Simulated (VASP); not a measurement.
Wanted: the native input for a VASP 6.6.1 run.

* Task: relaxation of cell and atoms
* Functional: LDA
* Potentials or basis: VASP PAW LDA potentials, release 64 (Hf_pv)
* Cutoff: 600 eV
* k mesh: 10 × 10 × 10
* Occupations: fermi-dirac, width 0.05 eV
* Spin: no spin polarisation
* Target pressure: 10 GPa
* Dipole correction: no
* Further INCAR settings: ALGO = Normal; EDIFF = 1e-06; IBRION = 2; EDIFFG = -0.02; NSW = 80; ISIF = 3

The structure of Hf lies in POSCAR:

```
Hf
1.0
   -1.8050000000      1.8050000000      1.8050000000
    1.8050000000     -1.8050000000      1.8050000000
    1.8050000000      1.8050000000     -1.8050000000
Hf
1
Direct
    0.0000000000      0.0000000000      0.0000000000
```

One way to write it, as run:

INCAR

```
PREC = Accurate ; ENCUT = 600
EDIFF = 1E-6 ; ISMEAR = -1
SIGMA = 0.05 ; LREAL = F
LASPH = T ; NELM = 100
ALGO = Normal ; ISIF = 3
LWAVE = F ; LCHARG = F
GGA = CA ; IBRION = 2
NSW = 80 ; EDIFFG = -0.02
PSTRESS = 100.0
```

KPOINTS

```
regular mesh
0
Gamma
  10 10 10
```

Potentials or basis: VASP PAW LDA potentials, release 64 (Hf_pv).

Launch:

```console
$ cat potpaw_LDA.64/Hf_pv/POTCAR > POTCAR
$ mpirun -np 1 vasp_std > vasp.out
```

It gave:

* Relaxed volume: 18.82 Å³/atom
* Relaxed cell: a = 2.902 Å, b = 2.902 Å, c = 2.902 Å, α = 109.47°, β = 109.47°, γ = 109.47°
* Space group after relaxing (to 0.05 Å): Im-3m (No. 229)
* Energy change on relaxing (the enthalpy is what falls): -85.3 meV/atom
* Ionic steps: 5
* Pressure after relaxing: 10.0 GPa
* Band gap on the k mesh: zero (band 5 reaches 7.26 eV, above the bottom of band 6 at 4.80 eV)

Caveat: the cell is relaxed towards a set pressure, so the enthalpy falls and the energy may rise; the volume moved by over 15 % at a fixed basis, so the end points are rough; spin-orbit coupling is left out, which moves the levels of the heavy elements.

Wall time 66 s on 1 thread of Intel Xeon 8259CL, on a shared host, peak memory 0.16 GiB.
